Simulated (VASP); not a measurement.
TiO2:

```
CELL_PARAMETERS angstrom
-1.89210 1.89210 4.75730
1.89210 -1.89210 4.75730
1.89210 1.89210 -4.75730
ATOMIC_POSITIONS crystal
Ti 0.75000 0.25000 0.50000
Ti 0.00000 0.00000 0.00000
O 0.79190 0.79190 0.00000
O 0.54190 0.04190 0.50000
O 0.95810 0.45810 0.50000
O 0.20810 0.20810 0.00000
```

| Property | Result |
| --- | --- |
| Program | VASP 6.6.1 |
| Task | relaxation of cell and atoms |
| Functional | PBE |
| Potentials or basis | VASP PAW PBE potentials, release 64 (Ti_sv, O) |
| Cutoff | 600 eV |
| k mesh | 10 × 10 × 10 |
| Occupations | fermi-dirac, width 0.05 eV |
| Spin | no spin polarisation |
| Hubbard terms | Ti d U = 3.0 eV |

At the start: pressure 11.2 GPa; volume 11.35 Å³/atom.

Question: Where does the relaxation end?

Answer: Over 9 steps the energy falls by 20.0 meV/atom and the volume is 11.98 Å³/atom (+5.5 %); space group I4_1/amd (No. 141, to 0.1 Å) before and after.

Step by step:
```csv
step,energy change (eV),largest force (eV/Å),pressure (GPa),volume (Å³)
1,0.0000,0.2030,11.20,68.13
2,0.0672,0.5248,-11.31,76.26
3,-0.1155,0.1537,-0.05,71.58
4,-0.1156,0.1473,0.17,71.51
5,-0.1182,0.0301,0.09,71.66
6,-0.1182,0.0265,0.08,71.66
7,-0.1187,0.0252,-0.03,71.74
8,-0.1195,0.0203,-0.42,71.97
9,-0.1197,0.0044,-0.10,71.87
```

Final structure:
```xyz
6
Lattice="-1.9231 1.9231 4.8586 1.9231 -1.9231 4.8586 1.9231 1.9231 -4.8586" Properties=species:S:1:pos:R:3 pbc="T T T"
Ti    0.0000    1.9231    2.4293
Ti    0.0000    0.0000    0.0000
O     0.0000    0.0000    7.7065
O     0.0000    1.9231    0.4186
O     0.0000    1.9231    4.4401
O     0.0000    0.0000    2.0107
```
